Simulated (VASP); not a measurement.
# ZnS (P1) in VASP: single point with r2SCAN

Aim: the single point of ZnS with r2SCAN.

All numbers are computed with VASP 6.6.1; they aren't measurements. Logs are shortened: lines on timing, memory, paths and dates and some standing lists are left out, and cuts for length are marked.

**1. The cell of the first run**

The typed cell holds 8 atoms: a = 3.807 Å, b = 3.807 Å, c = 12.491 Å, α = 90.00°, β = 90.00°, γ = 120.00°.

**2. Single point, r2SCAN (atoms displaced along a vibrational mode)**

Contents of POSCAR:

```
ZnS
1.0
    3.8067217473      0.0000000000      0.0000000000
   -1.9033608736      3.2967177383      0.0000000000
    0.0000000000      0.0000000000     12.4914703042
Zn S
4 4
Direct
    0.3260084279      0.6613044637      0.0026940355
    0.3406582388      0.6720288696      0.5026940355
    0.6666666667      0.3333333333      0.2526940355
    0.6666666667      0.3333333333      0.7526940355
    0.3330231188      0.6664395739      0.1898059645
    0.3336435478      0.6668937594      0.6898059645
    0.6732463787      0.3381500168      0.4398059645
    0.6600869547      0.3285166499      0.9398059645
```

Contents of INCAR.step1:

```
SYSTEM = ZnS
PREC     = Accurate       ! precision mode
ENCUT    = 520            ! plane-wave cutoff, eV
ISMEAR   = 0              ! smearing method
SIGMA    = 0.05           ! smearing width, eV
LREAL    = .FALSE.        ! projectors in reciprocal space
LASPH    = .TRUE.         ! aspherical terms in the spheres
NELM     = 80             ! most SCF steps
NBANDS   = 46             ! bands
GGA      = PE             ! functional
ALGO     = Normal         ! electronic algorithm
EDIFF    = 1E-4           ! SCF threshold, eV
LWAVE    = .TRUE.         ! write WAVECAR
LCHARG   = .FALSE.        ! write CHGCAR
```

Contents of INCAR.step2:

```
SYSTEM = ZnS
PREC     = Accurate       ! precision mode
ENCUT    = 520            ! plane-wave cutoff, eV
EDIFF    = 1E-6           ! SCF threshold, eV
ISMEAR   = 0              ! smearing method
SIGMA    = 0.05           ! smearing width, eV
LREAL    = .FALSE.        ! projectors in reciprocal space
LASPH    = .TRUE.         ! aspherical terms in the spheres
NELM     = 80             ! most SCF steps
ALGO     = Normal         ! electronic algorithm
ISIF     = 2              ! what is computed and relaxed
LWAVE    = .FALSE.        ! write WAVECAR
LCHARG   = .FALSE.        ! write CHGCAR
METAGGA  = R2SCAN         ! meta-GGA
LMIXTAU  = .TRUE.       
NBANDS   = 46             ! bands
ISTART   = 1
```

Contents of KPOINTS:

```
regular mesh
0
G
  6 6 2
  0 0 0
```

Potentials or basis: VASP PAW PBE potentials, release 64 (Zn, S).

Command:

```
$ cat potpaw_PBE.64/Zn/POTCAR potpaw_PBE.64/S/POTCAR > POTCAR
$ cp INCAR.step1 INCAR
$ mpirun -np 1 vasp_std > vasp.out
$ cp INCAR.step2 INCAR
$ mpirun -np 1 vasp_std > vasp.out
```

OUTCAR:

```text
SYSTEM = ZnS
   PREC = Accurate
   ENCUT = 520
   EDIFF = 1E-6
   ISMEAR = 0
   LREAL = .FALSE.
   LASPH = .TRUE.
   NELM = 80
   ISIF = 2
   METAGGA = R2SCAN
   ISTART = 1

 ion  position               nearest neighbor table
   1  0.326  0.661  0.003-   8 2.33   8 2.33   8 2.34   5 2.34
   2  0.341  0.672  0.503-   7 2.33   7 2.33   7 2.34   6 2.34
   3  0.667  0.333  0.253-   5 2.33   5 2.33   5 2.33   7 2.34
   4  0.667  0.333  0.753-   6 2.33   6 2.33   6 2.33   8 2.34
   5  0.333  0.666  0.190-   3 2.33   3 2.33   3 2.33   1 2.34
   6  0.334  0.667  0.690-   4 2.33   4 2.33   4 2.33   2 2.34
   7  0.673  0.338  0.440-   2 2.33   2 2.33   2 2.34   3 2.34
   8  0.660  0.329  0.940-   1 2.33   1 2.33   1 2.34   4 2.34

  LATTYP: Found a hexagonal cell.
 ALAT       =     3.8067217473
 C/A-ratio  =     3.2814245783

  Lattice vectors:

 A1 = (   3.8067217473,   0.0000000000,   0.0000000000)
 A2 = (  -1.9033608736,   3.2967177383,   0.0000000000)
 A3 = (   0.0000000000,   0.0000000000,  12.4914703042)

Analysis of symmetry for initial positions (statically):
=====================================================================
 Subroutine PRICEL returns:
 Original cell was already a primitive cell.

 Routine SETGRP: Setting up the symmetry group for a
 hexagonal supercell.

 Subroutine GETGRP returns: Found  1 space group operations
 (whereof  1 operations were pure point group operations)
 out of a pool of 24 trial point group operations.

The static configuration has the point symmetry C_1 .

Analysis of symmetry for dynamics (positions and initial velocities):
=====================================================================
 Subroutine PRICEL returns:
 Original cell was already a primitive cell.

 Routine SETGRP: Setting up the symmetry group for a
 hexagonal supercell.

 Subroutine GETGRP returns: Found  1 space group operations
 (whereof  1 operations were pure point group operations)
 out of a pool of 24 trial point group operations.

The dynamic configuration has the point symmetry C_1 .

 Subroutine INISYM returns: Found  1 space group operations
 (whereof  1 operations are pure point group operations),
 and found     1 'primitive' translations

----------------------------------------------------------------------------------------

                                     Primitive cell

  volume of cell :     156.7640

  direct lattice vectors                    reciprocal lattice vectors
     3.806721747  0.000000000  0.000000000     0.262693222  0.151666002  0.000000000
    -1.903360874  3.296717738  0.000000000     0.000000000  0.303332005  0.000000000
     0.000000000  0.000000000 12.491470304     0.000000000  0.000000000  0.080054627

  length of vectors
     3.806721747  3.806721747 12.491470304     0.303332005  0.303332005  0.080054627

  position of ions in fractional coordinates (direct lattice)
     0.326008428  0.661304464  0.002694035
     0.340658239  0.672028870  0.502694035
     0.666666667  0.333333333  0.252694035
     0.666666667  0.333333333  0.752694035
     0.333023119  0.666439574  0.189805965
     0.333643548  0.666893759  0.689805965
     0.673246379  0.338150017  0.439805965
     0.660086955  0.328516650  0.939805965

  ion indices of the primitive-cell ions
   primitive index   ion index
                 1           1
                 2           2
                 3           3
                 4           4
                 5           5
                 6           6
                 7           7
                 8           8

----------------------------------------------------------------------------------------

 KPOINTS: regular mesh

Automatic generation of k-mesh.
 Grid dimensions read from file:
 generate k-points for:    6    6    2

 Generating k-lattice:

  Cartesian coordinates                     Fractional coordinates (reciprocal lattice)
     0.043782204  0.025277667  0.000000000     0.166666667  0.000000000  0.000000000
     0.000000000  0.050555334  0.000000000     0.000000000  0.166666667  0.000000000
     0.000000000  0.000000000  0.040027314     0.000000000  0.000000000  0.500000000

  Length of vectors
     0.050555334  0.050555334  0.040027314

  Shift w.r.t. Gamma in fractional coordinates (k-lattice)
     0.000000000  0.000000000  0.000000000

 Subroutine IBZKPT returns following result:
 ===========================================

 Found     40 irreducible k-points:

 Following reciprocal coordinates:
            Coordinates               Weight
  0.000000  0.000000  0.000000      1.000000
  0.166667  0.000000  0.000000      2.000000
  0.000000  0.166667  0.000000      2.000000
 -0.166667  0.166667  0.000000      2.000000
  0.333333  0.000000  0.000000      2.000000
  0.000000  0.333333  0.000000      2.000000
[... 16 lines left out ...]
  0.000000  0.166667  0.500000      2.000000
 -0.166667  0.166667  0.500000      2.000000
 [... further k-points ...]
   k-points           NKPTS =     40   k-points in BZ     NKDIM =     40   number of bands    NBANDS=     46
   number of dos      NEDOS =    301   number of ions     NIONS =      8
   total plane-waves  NPLWV =  75264
   dimension x,y,z NGX =    28 NGY =   28 NGZ =   96
   dimension x,y,z NGXF=    56 NGYF=   56 NGZF=  192
   ions per type =               4   4
   NGX,Y,Z   is equivalent  to a cutoff of  12.23, 12.23, 12.78 a.u.
   NGXF,Y,Z  is equivalent  to a cutoff of  24.46, 24.46, 25.55 a.u.
 SYSTEM =  ZnS
   PREC   = accura    normal or accurate (medium, high low for compatibility)
   ISTART =      1    job   : 0-new  1-cont  2-samecut
   ICHARG =      0    charge: 1-file 2-atom 10-const
   ISPIN  =      1    spin polarized calculation?
   LNONCOLLINEAR =      F non collinear calculations
   LSORBIT =      F    spin-orbit coupling
   LASPH  =      T    aspherical Exc in radial PAW
   ENCUT  =  520.0 eV  38.22 Ry    6.18 a.u.   7.08  7.08 23.23*2*pi/ulx,y,z
   NELM   =     80;   NELMIN=  2; NELMDL=  0     # of ELM steps
   EDIFF  = 0.1E-05   stopping-criterion for ELM
   LREAL  =      F    real-space projection
   EDIFFG = 0.1E-04   stopping-criterion for IOM
   NSW    =      0    number of steps for IOM
   IBRION =     -1    ionic relax: 0-MD 1-quasi-New 2-CG
   NFREE  =      0    steps in history (QN), initial steepest desc. (CG)
   ISIF   =      2    stress and relaxation
   ISYM   =      2    0-nonsym 1-usesym 2-fastsym
   POTIM  = 0.5000    time-step for ionic-motion
   TEBEG  =    0.0;   TEEND  =   0.0 temperature during run
   PSTRESS=    0.0 pullay stress
   NELECT =      72.0000    total number of electrons
   NUPDOWN=      -1.0000    fix difference up-down
   EMIN   =  10.00;   EMAX   =-10.00  energy-range for DOS
   EFERMI =   0.00;   METHOD = LEGACY
   ISMEAR =     0;   SIGMA  =   0.05  broadening in eV -4-tet -1-fermi 0-gaus
   EFERMI_NEDOS =   21; number of points for ismear=-14 and -15
   IALGO  =     38    algorithm
   IMIX   =      4    mixing-type and parameters
     AMIX     =   0.40;   BMIX     =  1.00
     AMIX_MAG =   1.60;   BMIX_MAG =  1.00
  volume/ion in A,a.u.               =      19.60       132.24
  Fermi-wavevector in a.u.,A,eV,Ry     =   1.263097  2.386908 21.706940  1.595415
  Thomas-Fermi vector in A             =   2.396472
   LORBIT       =      0    0 simple, 1 ext, 2 COOP (PROOUT), +10 PAW based schemes
   METAGGA = R2SCAN    functional components
   LHFCALC =     F    Hartree Fock is set to
   AEXX    =    0.0000 exact exchange contribution
   IVDW    =     0    specifies the selected vdW correction
   LEPSILON=     F    determine dielectric tensor
   LRPA    =     F    only Hartree local field effects (RPA)
 non-spin polarized calculation
 Gauss-broadening in eV      SIGMA  =   0.05
  energy-cutoff  :      520.00
  volume of cell :      156.76
 maximum number of plane-waves:      4251
   NGX = 15   NGY = 15   NGZ = 47

 number of electron      72.0000011 magnetization

 Free energy of the ion-electron system (eV)
  ---------------------------------------------------
  ext. energy  EPLUGINS =         0.00000000
  ---------------------------------------------------
  free energy    TOTEN  =       -75.44132475 eV

  energy without entropy =      -75.44132475  energy(sigma->0) =      -75.44132475

 E-fermi :   2.1531     XC(G=0): -10.3107

 val. band max:        1.9151877136   @ k =   0.0000   0.0000   0.0000
 cond. band min:       4.6999527833   @ k =   0.0000   0.0000   0.0000
 fundamental gap:      2.7847650696
 Fermi energy:         2.1530935883

 k-point     1 :       0.0000    0.0000    0.0000
  band No.  band energies     occupation
      1     -11.8347      2.00000
      2     -11.3956      2.00000
      3     -11.3955      2.00000
      4     -10.8744      2.00000
      5      -4.6194      2.00000
      6      -4.6045      2.00000
[... 38 lines left out ...]
     45       9.1746      0.00000
     46       9.1775      0.00000

 k-point     2 :       0.1667    0.0000    0.0000
  band No.  band energies     occupation
      1     -11.6465      2.00000
      2     -11.2409      2.00000
      3     -11.2409      2.00000
      4     -10.7725      2.00000
      5      -4.6153      2.00000
      6      -4.6053      2.00000
[... 38 lines left out ...]
     45       9.2248      0.00000
     46       9.8171      0.00000

 k-point     3 :       0.0000    0.1667    0.0000
  band No.  band energies     occupation
      1     -11.6465      2.00000
      2     -11.2409      2.00000
      3     -11.2409      2.00000
      4     -10.7725      2.00000
      5      -4.6151      2.00000
      6      -4.6052      2.00000
[... 38 lines left out ...]
     45       9.2244      0.00000
     46       9.8182      0.00000

 k-point     4 :      -0.1667    0.1667    0.0000
  band No.  band energies     occupation
      1     -11.6465      2.00000
      2     -11.2409      2.00000
      3     -11.2409      2.00000
      4     -10.7725      2.00000
      5      -4.6150      2.00000
      6      -4.6052      2.00000
[... 920 lines left out ...]
     45       9.3669      0.00000
     46       9.3971      0.00000

 k-point    23 :       0.0000    0.1667    0.5000
  band No.  band energies     occupation
      1     -11.5333      2.00000
      2     -11.5330      2.00000
      3     -10.9177      2.00000
      4     -10.9173      2.00000
      5      -4.6275      2.00000
      6      -4.6266      2.00000
[... 38 lines left out ...]
     45       9.3742      0.00000
     46       9.3899      0.00000

 k-point    24 :      -0.1667    0.1667    0.5000
  band No.  band energies     occupation
      1     -11.5332      2.00000
      2     -11.5331      2.00000
      3     -10.9176      2.00000
      4     -10.9174      2.00000
      5      -4.6272      2.00000
      6      -4.6269      2.00000
[... 38 lines left out ...]
     45       9.3741      0.00000
     46       9.3862      0.00000

 [... further k-points ...]

------------------------ aborting loop because EDIFF is reached ----------------------------------------

  FORCE on cell =-STRESS in cart. coord.  units (eV):
  Direction    XX          YY          ZZ          XY          YZ          ZX
  --------------------------------------------------------------------------------------
  -------------------------------------------------------------------------------------
  Total        0.0251614      0.0228313      0.0025123     -0.0044455     -0.0018361      0.0091301
  in kB        0.2571578      0.2333426      0.0256764     -0.0454344     -0.0187659      0.0933125
  external PRESSURE =       0.1720589 kB  Pullay stress =       0.0000000 kB

 VOLUME and BASIS-vectors are now :
 -----------------------------------------------------------------------------
  energy-cutoff  :      520.00
  volume of cell :      156.76
      direct lattice vectors                 reciprocal lattice vectors
     3.806721747  0.000000000  0.000000000     0.262693222  0.151666002  0.000000000
    -1.903360874  3.296717738  0.000000000     0.000000000  0.303332005  0.000000000
     0.000000000  0.000000000 12.491470304     0.000000000  0.000000000  0.080054627

 POSITION                                       TOTAL-FORCE (eV/Angst)
 -----------------------------------------------------------------------------------
     -0.01768      2.18013      0.03365         0.005357      0.022724      0.007862
      0.01768      2.21549      6.27939        -0.033564     -0.018923      0.009735
      1.90336      1.09891      3.15652         0.004616     -0.000549      0.001547
      1.90336      1.09891      9.40226         0.004565     -0.000604      0.001536
     -0.00075      2.19706      2.37096         0.005635     -0.000517     -0.004717
      0.00075      2.19856      8.61669         0.005058     -0.001077     -0.004907
      1.91924      1.11479      5.49382        -0.002283     -0.006995     -0.005474
      1.88748      1.08303     11.73956         0.010614      0.005940     -0.005583
 -----------------------------------------------------------------------------------
    total drift:                               -0.039440      0.005480      0.038947

  FREE ENERGIE OF THE ION-ELECTRON SYSTEM (eV)
  ---------------------------------------------------
  free  energy   TOTEN  =       -75.4413247488 eV

  energy  without entropy=      -75.4413247488  energy(sigma->0) =      -75.44132475
```

Wall time 24 min (1 thread of Oxide Virtual Turin-like, shared host); peak memory 0.38 GiB.

What came out:

```yaml
Free_energy: -75.4413 eV
Pressure: 0.0 GPa
Largest_force: 0.040 eV/Å
Band_gap_on_the_k_mesh: 2.78 eV
```

Forces on the atoms (eV/Å):
```
Zn   0.005  0.023  0.008
Zn  -0.034 -0.019  0.010
Zn   0.005 -0.001  0.002
Zn   0.005 -0.001  0.002
S    0.006 -0.001 -0.005
S    0.005 -0.001 -0.005
S   -0.002 -0.007 -0.005
S    0.011  0.006 -0.006
```

Caveat: the cell differs from its parent crystal (atoms displaced along a vibrational mode); the PAW data sets were made with another functional, which shifts forces and pressure a little.
